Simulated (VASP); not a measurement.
The system is HfGa2As2.

```
CELL_PARAMETERS angstrom
4.21222 0.00000 0.00000
-2.10611 3.64789 0.00000
0.00000 0.00000 7.91126
ATOMIC_POSITIONS crystal
Hf 0.00000 0.00000 0.03575
Ga 0.33333 0.66667 0.92354
Ga 0.66667 0.33333 0.92354
As 0.33333 0.66667 0.19940
As 0.66667 0.33333 0.19940
```

The cell was generated, and may not be a known phase.

* Program: VASP 6.6.1
* Task: relaxation of cell and atoms
* Functional: PBE
* Potentials or basis: VASP PAW PBE potentials, release 64 (Hf_pv, Ga_d, As)
* Cutoff: 600 eV
* k mesh: 6 × 6 × 2
* Occupations: gaussian, width 0.1 eV
* Spin: no spin polarisation

At the start: pressure 34.6 GPa; volume 24.31 Å³/atom.

**Question.** How do energy, volume and symmetry change on relaxing?

**Answer.** Over 12 steps the energy falls by 890.1 meV/atom and the volume is 31.82 Å³/atom (+30.9 %); space group P6mm (No. 183, to 0.1 Å) before and after.

Step by step:
| step | energy change (eV) | largest force (eV/Å) | pressure (GPa) | volume (Å³) |
| --- | --- | --- | --- | --- |
| 1 | 0.0000 | 6.0697 | 34.59 | 121.56 |
| 2 | -0.6497 | 1.4849 | -8.07 | 239.17 |
| 3 | -4.2298 | 1.0765 | -1.72 | 165.29 |
| 4 | -4.2592 | 1.1396 | -0.85 | 162.43 |
| 5 | -4.2690 | 1.2004 | 0.06 | 159.70 |
| 6 | -4.3608 | 0.8848 | -0.42 | 160.41 |
| 7 | -4.3875 | 0.6006 | -0.70 | 160.92 |
| 8 | -4.4282 | 0.3568 | 0.31 | 157.92 |
| 9 | -4.4334 | 0.2584 | 0.85 | 156.48 |
| 10 | -4.4501 | 0.0267 | 0.02 | 158.70 |
| 11 | -4.4501 | 0.0396 | 0.11 | 158.62 |
| 12 | -4.4504 | 0.0264 | -0.11 | 159.08 |

Final structure:
```
Hf Ga As
1.0
     4.65745    0.00000    0.00000
    -2.32873    4.03347    0.00000
     0.00000    0.00000    8.46797
Hf Ga As
1 2 2
Cartesian
  0.0000 0.0000 0.5631
  0.0000 2.6890 7.6205
  2.3287 1.3445 7.6205
  0.0000 2.6890 1.7584
  2.3287 1.3445 1.7584
```

Caveat: the k points lie up to 0.37 Å⁻¹ apart in the final cell; the volume moved by over 15 % at a fixed basis, so the end points are rough; the relaxation moved the vacuum too, so the length across it says nothing of the material.
